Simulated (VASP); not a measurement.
Crystal: Co.

```xyz
2
Lattice="0.0000 -1.8074 -1.8074 -3.6148 -1.8074 -1.8074 0.0000 1.8074 -1.8074" Properties=species:S:1:pos:R:3 pbc="T T T"
Co    0.0000    0.0000    0.0000
Co   -1.8074    0.0000   -1.8074
```

Base run:

- Program: VASP 6.6.1
- Functional: PBE
- Potentials or basis: VASP PAW PBE potentials, release 64 (Co)
- Cutoff: 520 eV
- k mesh: 11 × 7 × 9
- Occupations: fermi-dirac, width 0.05 eV
- Spin: no spin polarisation

Its results: pressure -25.1 GPa.

**Question.** The run is repeated on the same cell with these changes: spin from no spin polarisation to collinear spin, ferromagnetic start; further incar settings from ALGO = Normal; EDIFF = 1e-07; NBANDS = 16; ISYM = 0 to ALGO = Normal; EDIFF = 1e-06; NBANDS = 20; ISYM = 0. What comes out?

**Answer.** Pressure -14.4 GPa; net moment 3.36 μB per cell; site moments Co +1.72 μB.
